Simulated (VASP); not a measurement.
# La3O (Im-3m) in VASP: further runs

The runs below take La3O through single point, relaxation of cell and atoms, with PBE.

Program: VASP 6.6.1. These are calculated values, not measurements. Logs are shortened: lines on timing, memory, paths and dates and some standing lists are left out, and cuts for length are marked.

## (1) The cell of the first run

It takes space group Im-3m (No. 229, cubic). The conventional cell has a = 5.921 Å, b = 5.921 Å, c = 5.921 Å, α = 90.00°, β = 90.00°, γ = 90.00°. La (site symmetry 4/mmm) has 4 La at 2.96 Å and 2 O at 2.96 Å within 3.9 Å. Within 3.9 Å of O (site symmetry m-3m) lie 6 La at 2.96 Å.

## (2) Single point, PBE

File INCAR:

```
ALGO = Normal
EDIFF = 1E-7
ENCUT = 520
GGA = PE
ISIF = 2
ISMEAR = 0
LASPH = True
LCHARG = False
LREAL = False
LWAVE = False
NBANDS = 28
NELM = 100
PREC = Accurate
SIGMA = 0.1
```

File KPOINTS:

```
k-points
0
Gamma
  4 4 4
```

File POSCAR:

```
La3O
1.0
   -2.9606859300      2.9606859300      2.9606859300
    2.9606859300     -2.9606859300      2.9606859300
    2.9606859300      2.9606859300     -2.9606859300
La O
3 1
Direct
    0.0000000000      0.5000000000      0.5000000000
    0.5000000000      0.0000000000      0.5000000000
    0.5000000000      0.5000000000      0.0000000000
    0.0000000000      0.0000000000      0.0000000000
```

Potentials or basis: VASP PAW PBE potentials, release 64 (La, O).

Run with:

```console
cat potpaw_PBE.64/La/POTCAR potpaw_PBE.64/O/POTCAR > POTCAR
mpirun -np 1 vasp_std > vasp.out
```

OUTCAR:

```text
EDIFF = 1E-7
   ENCUT = 520
   GGA = PE
   ISIF = 2
   ISMEAR = 0
   LASPH = True
   LREAL = False
   NELM = 100
   PREC = Accurate

 ion  position               nearest neighbor table
   1  0.000  0.500  0.500-   2 2.96   3 2.96   3 2.96   2 2.96
   2  0.500  0.000  0.500-   1 2.96   3 2.96   3 2.96   1 2.96
   3  0.500  0.500  0.000-   1 2.96   2 2.96   2 2.96   1 2.96
   4  0.000  0.000  0.000-

  LATTYP: Found a body centered cubic cell.
 ALAT       =     5.9213718600

  Lattice vectors:

 A1 = (  -2.9606859300,   2.9606859300,   2.9606859300)
 A2 = (   2.9606859300,  -2.9606859300,   2.9606859300)
 A3 = (   2.9606859300,   2.9606859300,  -2.9606859300)

Analysis of symmetry for initial positions (statically):
=====================================================================
 Subroutine PRICEL returns:
 Original cell was already a primitive cell.

 Routine SETGRP: Setting up the symmetry group for a
 body centered cubic supercell.

 Subroutine GETGRP returns: Found 48 space group operations
 (whereof 48 operations were pure point group operations)
 out of a pool of 48 trial point group operations.

The static configuration has the point symmetry O_h .

Analysis of symmetry for dynamics (positions and initial velocities):
=====================================================================
 Subroutine PRICEL returns:
 Original cell was already a primitive cell.

 Routine SETGRP: Setting up the symmetry group for a
 body centered cubic supercell.

 Subroutine GETGRP returns: Found 48 space group operations
 (whereof 48 operations were pure point group operations)
 out of a pool of 48 trial point group operations.

The dynamic configuration has the point symmetry O_h .

 Subroutine INISYM returns: Found 48 space group operations
 (whereof 48 operations are pure point group operations),
 and found     1 'primitive' translations

----------------------------------------------------------------------------------------

                                     Primitive cell

  volume of cell :     103.8095

  direct lattice vectors                    reciprocal lattice vectors
    -2.960685930  2.960685930  2.960685930     0.000000000  0.168879784  0.168879784
     2.960685930 -2.960685930  2.960685930     0.168879784  0.000000000  0.168879784
     2.960685930  2.960685930 -2.960685930     0.168879784  0.168879784  0.000000000

  length of vectors
     5.128058456  5.128058456  5.128058456     0.238832081  0.238832081  0.238832081

  position of ions in fractional coordinates (direct lattice)
     0.000000000  0.500000000  0.500000000
     0.500000000  0.000000000  0.500000000
     0.500000000  0.500000000  0.000000000
     0.000000000  0.000000000  0.000000000

  ion indices of the primitive-cell ions
   primitive index   ion index
                 1           1
                 2           2
                 3           3
                 4           4

----------------------------------------------------------------------------------------

 KPOINTS: k-points

Automatic generation of k-mesh.
 Grid dimensions read from file:
 generate k-points for:    4    4    4

 Generating k-lattice:

  Cartesian coordinates                     Fractional coordinates (reciprocal lattice)
     0.000000000  0.042219946  0.042219946     0.250000000  0.000000000  0.000000000
     0.042219946  0.000000000  0.042219946     0.000000000  0.250000000  0.000000000
     0.042219946  0.042219946  0.000000000     0.000000000  0.000000000  0.250000000

  Length of vectors
     0.059708020  0.059708020  0.059708020

  Shift w.r.t. Gamma in fractional coordinates (k-lattice)
     0.000000000  0.000000000  0.000000000

 Subroutine IBZKPT returns following result:
 ===========================================

 Found      8 irreducible k-points:

 Following reciprocal coordinates:
            Coordinates               Weight
  0.000000  0.000000  0.000000      1.000000
  0.250000  0.000000  0.000000     12.000000
  0.500000  0.000000  0.000000      6.000000
  0.250000  0.250000  0.000000     24.000000
  0.250000  0.250000  0.250000      2.000000
 -0.250000  0.250000  0.250000      6.000000
  0.500000  0.500000  0.250000     12.000000
  0.500000  0.500000  0.500000      1.000000
   k-points           NKPTS =      8   k-points in BZ     NKDIM =      8   number of bands    NBANDS=     28
   number of dos      NEDOS =    301   number of ions     NIONS =      4
   total plane-waves  NPLWV =  64000
   dimension x,y,z NGX =    40 NGY =   40 NGZ =   40
   dimension x,y,z NGXF=    80 NGYF=   80 NGZF=   80
   ions per type =               3   1
   NGX,Y,Z   is equivalent  to a cutoff of  12.97, 12.97, 12.97 a.u.
   NGXF,Y,Z  is equivalent  to a cutoff of  25.94, 25.94, 25.94 a.u.
 SYSTEM =  unknown system
   PREC   = accura    normal or accurate (medium, high low for compatibility)
   ISTART =      0    job   : 0-new  1-cont  2-samecut
   ICHARG =      2    charge: 1-file 2-atom 10-const
   ISPIN  =      1    spin polarized calculation?
   LNONCOLLINEAR =      F non collinear calculations
   LSORBIT =      F    spin-orbit coupling
   LASPH  =      T    aspherical Exc in radial PAW
   ENCUT  =  520.0 eV  38.22 Ry    6.18 a.u.   9.53  9.53  9.53*2*pi/ulx,y,z
   NELM   =    100;   NELMIN=  2; NELMDL= -5     # of ELM steps
   EDIFF  = 0.1E-06   stopping-criterion for ELM
   LREAL  =      F    real-space projection
   EDIFFG = 0.1E-05   stopping-criterion for IOM
   NSW    =      0    number of steps for IOM
   IBRION =     -1    ionic relax: 0-MD 1-quasi-New 2-CG
   NFREE  =      0    steps in history (QN), initial steepest desc. (CG)
   ISIF   =      2    stress and relaxation
   ISYM   =      2    0-nonsym 1-usesym 2-fastsym
   POTIM  = 0.5000    time-step for ionic-motion
   TEBEG  =    0.0;   TEEND  =   0.0 temperature during run
   PSTRESS=    0.0 pullay stress
   NELECT =      39.0000    total number of electrons
   NUPDOWN=      -1.0000    fix difference up-down
   EMIN   =  10.00;   EMAX   =-10.00  energy-range for DOS
   EFERMI =   0.00;   METHOD = LEGACY
   ISMEAR =     0;   SIGMA  =   0.10  broadening in eV -4-tet -1-fermi 0-gaus
   EFERMI_NEDOS =   21; number of points for ismear=-14 and -15
   IALGO  =     38    algorithm
   IMIX   =      4    mixing-type and parameters
     AMIX     =   0.40;   BMIX     =  1.00
     AMIX_MAG =   1.60;   BMIX_MAG =  1.00
  volume/ion in A,a.u.               =      25.95       175.14
  Fermi-wavevector in a.u.,A,eV,Ry     =   1.181274  2.232284 18.985686  1.395409
  Thomas-Fermi vector in A             =   2.317551
   LORBIT       =      0    0 simple, 1 ext, 2 COOP (PROOUT), +10 PAW based schemes
   GGA     = PE    functional components
   LHFCALC =     F    Hartree Fock is set to
   AEXX    =    0.0000 exact exchange contribution
   IVDW    =     0    specifies the selected vdW correction
   LEPSILON=     F    determine dielectric tensor
   LRPA    =     F    only Hartree local field effects (RPA)
 non-spin polarized calculation
 Gauss-broadening in eV      SIGMA  =   0.10
  energy-cutoff  :      520.00
  volume of cell :      103.81
 maximum number of plane-waves:      2808
 NGX is ok and might be reduce to    40
   NGX = 19   NGY = 19   NGZ = 19

 number of electron      38.9999996 magnetization

 Free energy of the ion-electron system (eV)
  ---------------------------------------------------
  ext. energy  EPLUGINS =         0.00000000
  ---------------------------------------------------
  free energy    TOTEN  =       -20.57316738 eV

  energy without entropy =      -20.55845965  energy(sigma->0) =      -20.56581352

 E-fermi :   8.4935     XC(G=0): -10.1223

 val. band max:        8.4396295064   @ k =   0.5000   0.0000   0.0000
 cond. band min:       8.6057846435   @ k =   0.5000   0.5000   0.5000
 fundamental gap:      0.1661551372
 Fermi energy:         8.4934779890

 k-point     1 :       0.0000    0.0000    0.0000
  band No.  band energies     occupation
      1     -24.6300      2.00000
      2     -23.5492      2.00000
      3     -23.5492      2.00000
      4      -9.7584      2.00000
      5      -9.7584      2.00000
      6      -9.7584      2.00000
[... 20 lines left out ...]
     27      10.4274      0.00000
     28      10.4274      0.00000

 k-point     2 :       0.2500    0.0000    0.0000
  band No.  band energies     occupation
      1     -24.5007      2.00000
      2     -23.7031      2.00000
      3     -23.5636      2.00000
      4      -9.7796      2.00000
      5      -9.2918      2.00000
      6      -9.2862      2.00000
[... 20 lines left out ...]
     27      10.2059      0.00000
     28      10.4149      0.00000

 k-point     3 :       0.5000    0.0000    0.0000
  band No.  band energies     occupation
      1     -24.2792      2.00000
      2     -23.9491      2.00000
      3     -23.5778      2.00000
      4      -9.8006      2.00000
      5      -8.6807      2.00000
      6      -8.1384      2.00000
[... 20 lines left out ...]
     27      10.6250      0.00000
     28      10.7472      0.00000

 k-point     4 :       0.2500    0.2500    0.0000
  band No.  band energies     occupation
      1     -24.2860      2.00000
      2     -23.9338      2.00000
      3     -23.5865      2.00000
      4      -9.3327      2.00000
      5      -9.3293      2.00000
      6      -8.6574      2.00000
[... 20 lines left out ...]
     27      10.2973      0.00000
     28      10.7394      0.00000

 k-point     5 :       0.2500    0.2500    0.2500
  band No.  band energies     occupation
      1     -23.9487      2.00000
      2     -23.9487      2.00000
      3     -23.9487      2.00000
      4      -8.8337      2.00000
      5      -8.0420      2.00000
      6      -8.0420      2.00000
[... 20 lines left out ...]
     27      10.4256      0.00000
     28      10.4277      0.00000

 k-point     6 :      -0.2500    0.2500    0.2500
  band No.  band energies     occupation
      1     -24.4196      2.00000
      2     -23.9188      2.00000
      3     -23.4279      2.00000
      4      -9.8245      2.00000
      5      -9.8245      2.00000
      6      -8.5136      2.00000
[... 20 lines left out ...]
     27      10.2259      0.00000
     28      10.6208      0.00000

 k-point     7 :       0.5000    0.5000    0.2500
  band No.  band energies     occupation
      1     -24.2639      2.00000
      2     -24.1341      2.00000
      3     -23.3676      2.00000
      4      -9.8677      2.00000
      5      -9.4331      2.00000
      6      -9.4201      2.00000
[... 20 lines left out ...]
     27      10.2408      0.00000
     28      10.3100      0.00000

 k-point     8 :       0.5000    0.5000    0.5000
  band No.  band energies     occupation
      1     -24.2485      2.00000
      2     -24.2485      2.00000
      3     -23.2275      2.00000
      4      -9.9306      2.00000
      5      -9.9306      2.00000
      6      -9.9306      2.00000
[... 20 lines left out ...]
     27      10.2059      0.00000
     28      10.2059      0.00000

------------------------ aborting loop because EDIFF is reached ----------------------------------------

  FORCE on cell =-STRESS in cart. coord.  units (eV):
  Direction    XX          YY          ZZ          XY          YZ          ZX
  --------------------------------------------------------------------------------------
  -------------------------------------------------------------------------------------
  Total       -2.4205603     -2.4205603     -2.4205603     -0.0000000     -0.0000000     -0.0000000
  in kB      -37.3585041    -37.3585041    -37.3585041     -0.0000000     -0.0000000     -0.0000000
  external PRESSURE =     -37.3585041 kB  Pullay stress =       0.0000000 kB

 VOLUME and BASIS-vectors are now :
 -----------------------------------------------------------------------------
  energy-cutoff  :      520.00
  volume of cell :      103.81
      direct lattice vectors                 reciprocal lattice vectors
    -2.960685930  2.960685930  2.960685930     0.000000000  0.168879784  0.168879784
     2.960685930 -2.960685930  2.960685930     0.168879784  0.000000000  0.168879784
     2.960685930  2.960685930 -2.960685930     0.168879784  0.168879784  0.000000000

 POSITION                                       TOTAL-FORCE (eV/Angst)
 -----------------------------------------------------------------------------------
      2.96069      0.00000      0.00000        -0.000000     -0.000000     -0.000000
      0.00000      2.96069      0.00000         0.000000     -0.000000      0.000000
      0.00000      0.00000      2.96069        -0.000000     -0.000000      0.000000
      0.00000      0.00000      0.00000        -0.000000      0.000000     -0.000000
 -----------------------------------------------------------------------------------
    total drift:                               -0.000000     -0.000000      0.000000

  FREE ENERGIE OF THE ION-ELECTRON SYSTEM (eV)
  ---------------------------------------------------
  free  energy   TOTEN  =       -20.5731673826 eV

  energy  without entropy=      -20.5584596510  energy(sigma->0) =      -20.56581352
```

Run time: 52 s. Hardware: 1 thread of Intel Xeon 6975P-C, shared host; peak memory 0.25 GiB.

What came out:

```
Free energy : -20.5732 eV
Pressure    : -3.7 GPa
```

Levels at points of the mesh, in eV from the Fermi level:
```csv
k point,band 18,band 19,band 20,band 21,band 22,band 23
"(0.00, 0.00, 0.00)",-2.03,-2.03,-1.25,-0.82,-0.82,1.68
"(0.50, 0.00, 0.00)",-0.53,-0.05,0.19,0.37,0.88,1.15
"(0.50, 0.50, 0.50)",-0.74,-0.74,-0.74,0.11,0.11,1.42
```

Caveat: the k points lie up to 0.38 Å⁻¹ apart; spin-orbit coupling is left out, which moves the levels of the heavy elements; an odd number of electrons without spin polarisation forces a metal; a magnetic or distorted state may lie lower.

[end of part 1 of 2]
